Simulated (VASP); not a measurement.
Wanted: the native input for a VASP 6.6.1 run.

```yaml
Task: single point
Functional: PBEsol
Potentials_or_basis: VASP PAW PBE potentials, release 64 (Li_sv, F)
Cutoff: 750 eV
k_mesh: 7 × 7 × 7
Occupations: gaussian, width 0.01 eV
Spin: no spin polarisation
Dipole_correction: no
Further_INCAR_settings: ALGO = Normal; EDIFF = 1e-06; NBANDS = 12
```

The structure of LiF (Griceite) lies in POSCAR:

```
LiF
1.0
    0.0000000000      2.0317454077      2.0317454077
    2.0317454077      0.0000000000      2.0317454077
    2.0317454077      2.0317454077      0.0000000000
Li F
1 1
Direct
    0.0000000000      0.0000000000      0.0000000000
    0.5000000000      0.5000000000      0.5000000000
```

These files were run (other wordings do the same):

INCAR

```
PREC     = Accurate       # precision mode
ENCUT    = 750            # plane-wave cutoff, eV
EDIFF    = 1E-6           # SCF threshold, eV
ISMEAR   = 0              # smearing method
SIGMA    = 0.01           # smearing width, eV
LREAL    = False          # projectors in reciprocal space
LASPH    = True           # aspherical terms in the spheres
NELM     = 120            # most SCF steps
ALGO     = Normal         # electronic algorithm
ISIF     = 2              # what is computed and relaxed
LWAVE    = False          # write WAVECAR
LCHARG   = False          # write CHGCAR
GGA      = PS             # functional
NBANDS   = 12             # bands
GGA_COMPAT= False
```

KPOINTS

```
Automatic mesh
0
Gamma
  7 7 7
```

Potentials or basis: VASP PAW PBE potentials, release 64 (Li_sv, F).

Run with:

```bash
$ cat potpaw_PBE.64/Li_sv/POTCAR potpaw_PBE.64/F/POTCAR > POTCAR
$ mpirun -np 1 vasp_std > vasp.out
```

It gave:

The pressure is -3.1 GPa and the band gap on the k mesh is 8.68 eV, direct.

Caveat: the PAW data sets were made with another functional, which shifts forces and pressure a little.

Wall time 14 s on 1 thread of Intel Xeon 8259CL, with other jobs on the host, peak memory 0.15 GiB.
